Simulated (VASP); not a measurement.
A run of VASP 6.6.1 is set up as follows.

POSCAR

```
CaO
1.0
    0.0000000000      2.4035556960      2.4035556960
    2.4035556960      0.0000000000      2.4035556960
    2.4035556960      2.4035556960      0.0000000000
Ca O
1 1
Direct
    0.0000000000      0.0000000000      0.0000000000
    0.5000000000      0.5000000000      0.5000000000
```

The input INCAR.step1:

```
SYSTEM = CaO
ALGO = Normal ; EDIFF = 1E-4
ENCUT = 520 ; GGA = PE
ISMEAR = -5 ; LASPH = .TRUE.
LCHARG = .FALSE. ; LREAL = .FALSE.
LWAVE = .TRUE. ; NBANDS = 15
NELM = 80 ; PREC = Accurate
SIGMA = 0.1
```

File INCAR.step2:

```
SYSTEM = CaO
ALGO = Normal ; BPARAM = 11.95
CPARAM = 0.0093 ; EDIFF = 1E-7
ENCUT = 520 ; ISIF = 2
ISMEAR = -5 ; ISTART = 1
IVDW_NL = 2 ; LASPH = .TRUE.
LCHARG = .FALSE. ; LMIXTAU = .TRUE.
LREAL = .FALSE. ; LUSE_VDW = .TRUE.
LWAVE = .FALSE. ; METAGGA = R2SCAN
NBANDS = 15 ; NELM = 80
PREC = Accurate ; SIGMA = 0.1
```

The input KPOINTS:

```
k-points
0
G
  10 10 10
  0 0 0
```

Potentials or basis: VASP PAW PBE potentials, release 64 (Ca_sv, O).

The run is started by

```sh
$ cat potpaw_PBE.64/Ca_sv/POTCAR potpaw_PBE.64/O/POTCAR > POTCAR
$ cp INCAR.step1 INCAR
$ mpirun -np 1 vasp_std > vasp.out
$ cp INCAR.step2 INCAR
$ mpirun -np 1 vasp_std > vasp.out
```

(1) Predict the band gap on the k mesh.

(2) Estimate the pressure.

## Answers

(1) 4.15 eV (least direct gap 4.53 eV).

(2) -0.9 GPa.

Caveat: the PAW data sets were made with another functional, which shifts forces and pressure a little.
